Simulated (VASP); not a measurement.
# Te4Pt3 in VASP: notebook

Te4Pt3 is run at these levels: PBEsol; tasks: single point.

Program: VASP 6.6.1. These are calculated values, not measurements. Logs are shortened: lines on timing, memory, paths and dates and some standing lists are left out, and cuts for length are marked.

## (1) The cell of the first run

Symmetry: R-3m, No. 166, trigonal system. The conventional cell has a = 3.996 Å, b = 3.996 Å, c = 35.185 Å, α = 90.00°, β = 90.00°, γ = 120.00°. Within 3.6 Å of Te (site symmetry 3m) lie 6 Pt at 2.61 to 3.51 Å and 3 Te at 3.45 Å. Te (site symmetry 3m) has 3 Pt at 2.68 Å and 6 Te at 3.45 to 3.58 Å within 3.6 Å. Pt (site symmetry -3m) has 6 Te at 2.68 Å within 3.5 Å. Pt (site symmetry 3m) has 6 Te at 2.61 to 3.51 Å and 3 Pt at 2.72 Å within 3.6 Å.

## (2) Single point, PBEsol

INCAR

```
SYSTEM = Te4Pt3
PREC     = Accurate       ! precision mode
ENCUT    = 520            ! plane-wave cutoff, eV
EDIFF    = 1E-6           ! SCF threshold, eV
ISMEAR   = 0              ! smearing method
SIGMA    = 0.1            ! smearing width, eV
LREAL    = Auto         
LASPH    = .TRUE.         ! aspherical terms in the spheres
NELM     = 100            ! most SCF steps
ALGO     = Normal         ! electronic algorithm
ISIF     = 2              ! what is computed and relaxed
LWAVE    = .FALSE.        ! write WAVECAR
LCHARG   = .TRUE.         ! write CHGCAR
GGA      = PS             ! functional
LELF     = .TRUE.         ! ELF
LVHAR    = .TRUE.       
ISYM     = 0            
NBANDS   = 97             ! bands
```

KPOINTS

```
Automatic mesh
0
Gamma
  4 4 2
  0.5 0.5 0.5
```

POSCAR

```
Te4Pt3
1.0
    0.0000000000     -6.9205072317      0.0000000000
    5.9933350697     -3.4602536158      0.0000000000
    0.0000000000     -2.3068357439     11.7283551060
Te Pt
12 9
Direct
    0.2214601926      0.6666666667      0.3356194223
    0.8881268592      0.3333333333      0.3356194223
    0.5547935259      1.0000000000      0.3356194223
    0.1118731408      0.6666666667      0.6643805777
    0.7785398074      0.3333333333      0.6643805777
    0.4452064741      1.0000000000      0.6643805777
    0.3721911395      0.6666666667      0.8834265814
    0.0388578062      0.3333333333      0.8834265814
    0.7055244729      1.0000000000      0.8834265814
    0.9611421938      0.6666666667      0.1165734186
    0.6278088605      0.3333333333      0.1165734186
    0.2944755271      1.0000000000      0.1165734186
    0.6666666667      0.6666666667      0.0000000000
    0.3333333333      0.3333333333      0.0000000000
    0.0000000000      0.0000000000      0.0000000000
    0.5203514071      0.6666666667      0.4389457787
    0.1870180738      0.3333333333      0.4389457787
    0.8536847404      0.0000000000      0.4389457787
    0.8129819262      0.6666666667      0.5610542213
    0.4796485929      0.3333333333      0.5610542213
    0.1463152596      1.0000000000      0.5610542213
```

Potentials or basis: VASP PAW PBE potentials, release 64 (Te, Pt).

On the command line:

```bash
$ cat potpaw_PBE.64/Te/POTCAR potpaw_PBE.64/Pt/POTCAR > POTCAR
$ mpirun -np 1 vasp_std > vasp.out
```

OUTCAR:

```text
SYSTEM = Te4Pt3
   PREC = Accurate
   ENCUT = 520
   EDIFF = 1E-6
   ISMEAR = 0
   LREAL = Auto
   LASPH = .TRUE.
   NELM = 100
   ISIF = 2
   GGA = PS
   ISYM = 0

 ion  position               nearest neighbor table
   1  0.221  0.667  0.336-  16 2.61  18 2.61  17 2.61  12 3.45  10 3.45  11 3.45  21 3.51  20 3.51
                            19 3.51
   2  0.888  0.333  0.336-  18 2.61  16 2.61  17 2.61  11 3.45  12 3.45  10 3.45  20 3.51  21 3.51
                            19 3.51
   3  0.555  0.000  0.336-  16 2.61  18 2.61  17 2.61  11 3.45  10 3.45  12 3.45  20 3.51  21 3.51
                            19 3.51
   4  0.112  0.667  0.664-  21 2.61  20 2.61  19 2.61   7 3.45   9 3.45   8 3.45  16 3.51  18 3.51
                            17 3.51
   5  0.779  0.333  0.664-  20 2.61  21 2.61  19 2.61   9 3.45   8 3.45   7 3.45  18 3.51  16 3.51
                            17 3.51
   6  0.445  0.000  0.664-  20 2.61  21 2.61  19 2.61   7 3.45   8 3.45   9 3.45  16 3.51  18 3.51
                            17 3.51
   7  0.372  0.667  0.883-  15 2.68  14 2.68  13 2.68   4 3.45   6 3.45   5 3.45  12 3.58  10 3.58
                            11 3.58
   8  0.039  0.333  0.883-  15 2.68  14 2.68  13 2.68   6 3.45   5 3.45   4 3.45  11 3.58  12 3.58
                            10 3.58
   9  0.706  0.000  0.883-  13 2.68  15 2.68  14 2.68   5 3.45   4 3.45   6 3.45  11 3.58  10 3.58
[... 8 lines left out ...]
  14  0.333  0.333  0.000-  12 2.68   8 2.68  10 2.68   9 2.68   7 2.68  11 2.68
  15  0.000  0.000  0.000-   8 2.68  10 2.68   9 2.68  12 2.68  11 2.68   7 2.68
  16  0.520  0.667  0.439-   3 2.61   1 2.61   2 2.61  19 2.72  21 2.72  20 2.72   6 3.51   4 3.51
                             5 3.51
  17  0.187  0.333  0.439-   3 2.61   1 2.61   2 2.61  21 2.72  20 2.72  19 2.72   6 3.51   4 3.51
                             5 3.51
  18  0.854  0.000  0.439-   2 2.61   3 2.61   1 2.61  19 2.72  20 2.72  21 2.72   5 3.51   6 3.51
                             4 3.51
  19  0.813  0.667  0.561-   6 2.61   5 2.61   4 2.61  18 2.72  16 2.72  17 2.72   3 3.51   2 3.51
                             1 3.51
  20  0.480  0.333  0.561-   6 2.61   5 2.61   4 2.61  17 2.72  18 2.72  16 2.72   3 3.51   2 3.51
                             1 3.51
  21  0.146  0.000  0.561-   4 2.61   6 2.61   5 2.61  17 2.72  16 2.72  18 2.72   1 3.51   3 3.51
                             2 3.51

IMPORTANT INFORMATION: All symmetrisations will be switched off!
NOSYMM: (Re-)initialisation of all symmetry stuff for point group C_1.

----------------------------------------------------------------------------------------

                                     Primitive cell

  volume of cell :     486.4560

  direct lattice vectors                    reciprocal lattice vectors
     0.000000000 -6.920507232  0.000000000    -0.083426005 -0.144498079 -0.028421149
     5.993335070 -3.460253616  0.000000000     0.166852010  0.000000000  0.000000000
     0.000000000 -2.306835744 11.728355106     0.000000000  0.000000000  0.085263448
[... 137 lines left out ...]
   ISMEAR =     0;   SIGMA  =   0.10  broadening in eV -4-tet -1-fermi 0-gaus
   EFERMI_NEDOS =   21; number of points for ismear=-14 and -15
   IALGO  =     38    algorithm
   IMIX   =      4    mixing-type and parameters
     AMIX     =   0.40;   BMIX     =  1.00
     AMIX_MAG =   1.60;   BMIX_MAG =  1.00
  volume/ion in A,a.u.               =      23.16       156.32
  Fermi-wavevector in a.u.,A,eV,Ry     =   1.134746  2.144359 17.519519  1.287648
  Thomas-Fermi vector in A             =   2.271450
   LORBIT       =      0    0 simple, 1 ext, 2 COOP (PROOUT), +10 PAW based schemes
   GGA     = PS    functional components
   LHFCALC =     F    Hartree Fock is set to
   AEXX    =    0.0000 exact exchange contribution
   IVDW    =     0    specifies the selected vdW correction
   LEPSILON=     F    determine dielectric tensor
   LRPA    =     F    only Hartree local field effects (RPA)
 non-spin polarized calculation
 Gauss-broadening in eV      SIGMA  =   0.10
  energy-cutoff  :      520.00
  volume of cell :      486.46
 maximum number of plane-waves:     13117
 NGX is ok and might be reduce to    54
   NGX = 25   NGY = 25   NGZ = 45

 number of electron     161.9999999 magnetization

 Free energy of the ion-electron system (eV)
  ---------------------------------------------------
  ext. energy  EPLUGINS =         0.00000000
  ---------------------------------------------------
  free energy    TOTEN  =      -113.19396987 eV

  energy without entropy =     -113.15762795  energy(sigma->0) =     -113.17579891

 E-fermi :   8.4761     XC(G=0): -10.9440

 val. band max:        8.4733390187   @ k =   0.1250   0.5000  -0.2500
 cond. band min:       8.4779780620   @ k =  -0.3750   0.5000  -0.2500
 fundamental gap:      0.0046390432
 Fermi energy:         8.4760729940

 k-point     1 :       0.1250    0.1250    0.2500
  band No.  band energies     occupation
      1      -5.1878      2.00000
      2      -4.4991      2.00000
      3      -3.8964      2.00000
      4      -3.3335      2.00000
      5      -3.3159      2.00000
      6      -3.2694      2.00000
[... 2293 lines left out ...]
     92      10.4877      0.00000
     93      10.8883      0.00000

 [... further k-points ...]

 [bands above 93 left out]

------------------------ aborting loop because EDIFF is reached ----------------------------------------

  FORCE on cell =-STRESS in cart. coord.  units (eV):
  Direction    XX          YY          ZZ          XY          YZ          ZX
  --------------------------------------------------------------------------------------
  -------------------------------------------------------------------------------------
  Total       -0.0496874     -0.7392384     -0.2939587      0.0000110     -0.1828338      0.0000028
  in kB       -0.1636491     -2.4347338     -0.9681739      0.0000363     -0.6021761      0.0000093
  external PRESSURE =      -1.1888523 kB  Pullay stress =       0.0000000 kB

 VOLUME and BASIS-vectors are now :
 -----------------------------------------------------------------------------
  energy-cutoff  :      520.00
  volume of cell :      486.46
      direct lattice vectors                 reciprocal lattice vectors
     0.000000000 -6.920507232  0.000000000    -0.083426005 -0.144498079 -0.028421149
     5.993335070 -3.460253616  0.000000000     0.166852010  0.000000000  0.000000000
     0.000000000 -2.306835744 11.728355106     0.000000000  0.000000000  0.085263448

 POSITION                                       TOTAL-FORCE (eV/Angst)
 -----------------------------------------------------------------------------------
      3.99556     -4.61367      3.93626        -0.000003      0.015017      0.003796
      1.99778     -8.07393      3.93626        -0.000001      0.015020      0.003796
      0.00000     -4.61367      3.93626         0.000004      0.015026      0.003795
      3.99556     -4.61367      7.79209        -0.000000     -0.015027     -0.003795
      1.99778     -8.07393      7.79209        -0.000005     -0.015020     -0.003795
      0.00000     -4.61367      7.79209         0.000005     -0.015016     -0.003796
[... 13 lines left out ...]
      1.99778     -5.76709      6.58024         0.000000     -0.023616     -0.016913
      0.00000     -2.30684      6.58024         0.000000     -0.023615     -0.016914
 -----------------------------------------------------------------------------------
    total drift:                               -0.000000      0.000001     -0.000001

  FREE ENERGIE OF THE ION-ELECTRON SYSTEM (eV)
  ---------------------------------------------------
  free  energy   TOTEN  =      -113.1939698678 eV

  energy  without entropy=     -113.1576279542  energy(sigma->0) =     -113.17579891
```

Run time: 39 min. Hardware: 1 thread of Intel Xeon 6975P-C (Granite Rapids), shared host; peak memory 1.2 GiB.

What came out:

```
Free energy            : -113.1940 eV
Pressure               : -0.1 GPa
Largest force          : 0.029 eV/Å
Band gap on the k mesh : zero (bands 81 and 82 overlap by 0.23 eV)
```

Forces in eV/Å, atoms in the order of the input:
```
Te   0.000  0.015  0.004
Te   0.000  0.015  0.004
Te   0.000  0.015  0.004
Te   0.000 -0.015 -0.004
Te   0.000 -0.015 -0.004
Te   0.000 -0.015 -0.004
Te   0.000  0.001  0.010
Te   0.000  0.001  0.010
Te   0.000  0.001  0.010
Te   0.000 -0.001 -0.010
Te   0.000 -0.001 -0.010
Te   0.000 -0.001 -0.010
Pt   0.000  0.000  0.000
Pt   0.000  0.000  0.000
Pt   0.000  0.000  0.000
Pt   0.000  0.024  0.017
Pt   0.000  0.024  0.017
Pt   0.000  0.024  0.017
Pt   0.000 -0.024 -0.017
Pt   0.000 -0.024 -0.017
Pt   0.000 -0.024 -0.017
```

Stress tensor (GPa, compression positive):
```
-0.02  0.00  0.00
 0.00 -0.24 -0.06
 0.00 -0.06 -0.10
```

Levels at points of the mesh, in eV from the Fermi level:
```tsv
k point	band 77	band 78	band 79	band 80	band 81	band 82	band 83	band 84	band 85	band 86
(0.12, 0.12, 0.25)	-0.67	-0.66	-0.63	-0.37	0.09	0.45	0.68	0.68	0.92	1.13
```

Caveat: the PAW data sets were made with another functional, which shifts forces and pressure a little; spin-orbit coupling is left out, which moves the levels of the heavy elements.

## (3) Single point, PBEsol

INCAR

```
PREC = Accurate
ENCUT = 520
EDIFF = 1E-6
ISMEAR = -1
SIGMA = 0.05
LREAL = Auto
LASPH = True
NELM = 100
ALGO = Normal
ISIF = 2
LWAVE = False
LCHARG = True
GGA = PS
LELF = True
LVHAR = True
NBANDS = 97
ISYM = 0
```

KPOINTS is that of step 2.

POSCAR is that of step 2.

Potentials or basis: VASP PAW PBE potentials, release 64 (Te, Pt).

On the command line:

```bash
$ cat potpaw_PBE.64/Te/POTCAR potpaw_PBE.64/Pt/POTCAR > POTCAR
$ mpirun -np 1 vasp_std > vasp.out
```

It took 32 min on 1 thread of Intel Xeon 6975P-C (Granite Rapids), shared host; peak memory 1.2 GiB.

Results (log left out):

```
Free energy            : -113.2052 eV
Pressure               : -0.1 GPa
Largest force          : 0.028 eV/Å
Band gap on the k mesh : zero (bands 81 and 82 overlap by 0.23 eV)
```

Forces on the atoms (eV/Å):
```
Te   0.000  0.014  0.003
Te   0.000  0.014  0.003
Te   0.000  0.014  0.003
Te   0.000 -0.014 -0.003
Te   0.000 -0.014 -0.003
Te   0.000 -0.014 -0.003
Te   0.000  0.002  0.010
Te   0.000  0.002  0.010
Te   0.000  0.002  0.010
Te   0.000 -0.002 -0.010
Te   0.000 -0.002 -0.010
Te   0.000 -0.002 -0.010
Pt   0.000  0.000  0.000
Pt   0.000  0.000  0.000
Pt   0.000  0.000  0.000
Pt   0.000  0.022  0.017
Pt   0.000  0.022  0.017
Pt   0.000  0.022  0.017
Pt   0.000 -0.022 -0.017
Pt   0.000 -0.022 -0.017
Pt   0.000 -0.022 -0.017
```

Stress tensor (GPa, compression positive):
```
-0.02  0.00  0.00
 0.00 -0.23 -0.06
 0.00 -0.06 -0.10
```

Levels at points of the mesh, in eV from the Fermi level:
```csv
k point,band 79,band 80,band 81,band 82,band 83,band 84
"(0.12, 0.12, 0.25)",-0.63,-0.38,0.08,0.45,0.67,0.68
```

Caveat: the PAW data sets were made with another functional, which shifts forces and pressure a little; spin-orbit coupling is left out, which moves the levels of the heavy elements.

## (4) Single point, PBEsol

INCAR

```
SYSTEM = Te4Pt3
PREC = Accurate
ENCUT = 520
EDIFF = 1E-7
ISMEAR = -1
SIGMA = 0.05
LREAL = Auto
LASPH = .True.
NELM = 80
ALGO = Normal
ISIF = 2
LWAVE = .False.
LCHARG = .False.
GGA = PS
NBANDS = 97
```

KPOINTS is that of step 3.

POSCAR

```
Te4Pt3
1.0
    0.0000000000     -6.9890315617      0.0000000000
    6.0526788803     -3.4945157809      0.0000000000
    0.0000000000     -2.3296771872     11.8444849862
Te Pt
12 9
Direct
    0.2217875468      0.6633071206      0.3407401845
    0.8975858406      0.3234275333      0.3383338326
    0.5505173244      1.0024009401      0.3327925194
    0.1082964536      0.6584107763      0.6724810753
    0.7674610589      0.3501122465      0.6664574280
    0.4333390545      1.0111316197      0.6670182797
    0.3635029755      0.6702243883      0.8851310135
    0.0344440398      0.3371860692      0.8859023429
    0.6957152431      1.0015251296      0.8823337623
    0.9517328728      0.6762787323      0.1201583692
    0.6364240225      0.3242950830      0.1096401407
    0.2945235966      1.0090950009      0.1189275854
    0.6644706076      0.6683500116     -0.0007926896
    0.3293420696      0.3322413166     -0.0015644412
    0.0046559596     -0.0013324678     -0.0026180961
    0.5190201027      0.6738348557      0.4366980925
    0.1980629107      0.3248592960      0.4376224890
    0.8575965091     -0.0028486560      0.4396654651
    0.8128475934      0.6673962191      0.5592761532
    0.4851853076      0.3360789561      0.5610594304
    0.1374552561      1.0046820788      0.5569915457
```

On the command line:

```bash
$ cat potpaw_PBE.64/Te/POTCAR potpaw_PBE.64/Pt/POTCAR > POTCAR
$ mpirun -np 1 vasp_std > vasp.out
```

Wall time 1.5 h (1 thread of Oxide Virtual Turin-like, shared host); peak memory 1.1 GiB.

Results (log left out):

| Property | Result |
| --- | --- |
| Free energy | -112.6836 eV |
| Pressure | -3.3 GPa |
| Largest force | 1.027 eV/Å |
| Band gap on the k mesh | zero (bands 81 and 82 overlap by 0.23 eV) |

Forces in eV/Å, atoms in the order of the input:
```
Te  -0.006  0.004 -0.051
Te   0.522  0.262  0.163
Te  -0.289 -0.548  0.218
Te   0.441 -0.180 -0.910
Te  -0.611 -0.203 -0.360
Te  -0.321 -0.046 -0.771
Te  -0.220 -0.258  0.070
Te  -0.088  0.040 -0.043
Te  -0.125 -0.344  0.157
Te  -0.324 -0.147 -0.590
Te   0.465  0.136  0.102
Te  -0.402  0.315 -0.418
Pt   0.109  0.073  0.236
Pt   0.426 -0.273  0.298
Pt   0.132  0.414  0.272
Pt  -0.472 -0.087  0.217
Pt   0.555  0.328  0.457
Pt   0.097  0.626 -0.065
Pt   0.261 -0.146  0.164
Pt   0.068  0.375 -0.015
Pt  -0.216 -0.341  0.868
```

Stress tensor (GPa, compression positive):
```
-3.42 -0.27 -0.30
-0.27 -3.67  0.12
-0.30  0.12 -2.73
```

Levels at points of the mesh, in eV from the Fermi level:
| k point | band 78 | band 79 | band 80 | band 81 | band 82 | band 83 | band 84 | band 85 |
| --- | --- | --- | --- | --- | --- | --- | --- | --- |
| (0.12, 0.12, 0.25) | -0.66 | -0.56 | -0.29 | 0.05 | 0.41 | 0.61 | 0.68 | 0.86 |

Caveat: the cell stands under tension; the atoms stand as in a frame of molecular dynamics; the PAW data sets were made with another functional, which shifts forces and pressure a little; spin-orbit coupling is left out, which moves the levels of the heavy elements.

## (5) Summary

```csv
cell,smearing,gap on the mesh (eV),pressure (GPa),largest force (eV/Å)
"a = 6.921, b = 6.921, c = 11.953 Å, angles 84.5, 78.9, 60.0°, 21 atoms, atomic positions A",gaussian 0.1 eV,none,-0.1,0.03
"a = 6.921, b = 6.921, c = 11.953 Å, angles 84.5, 78.9, 60.0°, 21 atoms, atomic positions A",fermi-dirac 0.05 eV,none,-0.1,0.03
"a = 6.989, b = 6.989, c = 12.071 Å, angles 84.5, 78.9, 60.0°, 21 atoms, atomic positions B",fermi-dirac 0.05 eV,none,-3.3,1.03
```

Alike in all rows: task single point; level PBEsol; potentials or basis VASP PAW PBE potentials, release 64 (Te, Pt); no spin polarisation; k mesh 4 × 4 × 2, shifted; cutoff (eV) 520.

Caveats: the PAW data sets were made with another functional, which shifts forces and pressure a little; spin-orbit coupling is left out, which moves the levels of the heavy elements; the cell stands under tension (at least some runs); the atoms stand as in a frame of molecular dynamics (at least some runs).

Total energies depend on the potentials used, so only differences within one code and one set of settings carry meaning.
